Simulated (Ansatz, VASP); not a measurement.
# Two plane-wave programs on Sr

```xyz
6
Lattice="0.0000 0.0000 -4.0751 3.4254 -5.9329 0.0000 -10.2761 -5.9329 0.0000" Properties=species:S:1:pos:R:3 pbc="T T T"
Sr  -10.2761   -5.9329    0.0000
Sr   -3.4254   -5.9329    0.0000
Sr   -6.8507   -7.9105   -2.0376
Sr    0.0000   -7.9105   -2.0376
Sr   -3.4254   -9.8882   -2.0376
Sr    0.0000   -3.9553   -2.0376
```

Alike in both runs: task single point; functional PBE; k mesh 6 × 4 × 2; occupations gaussian, width 0.2 eV; no spin polarisation.

```csv
,VASP,Ansatz
version,VASP 6.6.1,Ansatz 0.2.0
potentials or method,"VASP PAW PBE potentials, release 64 (Sr_sv), cutoff 520 eV","scalar-relativistic, plane waves, PAW"
valence electrons in the cell,60,60
```

```tsv
	VASP	Ansatz	Ansatz less VASP
gap on the k mesh at the Fermi level (eV)	none	none	-
pressure (GPa)	0.0	0.0	0.00
traceless stress, the component that is largest in VASP (GPa)	0.06	0.06	+0.001
```

A gap of «none» marks a metal or a gap that the smearing closes. With one functional, cell and mesh, what is left measures potentials, basis and numerics.
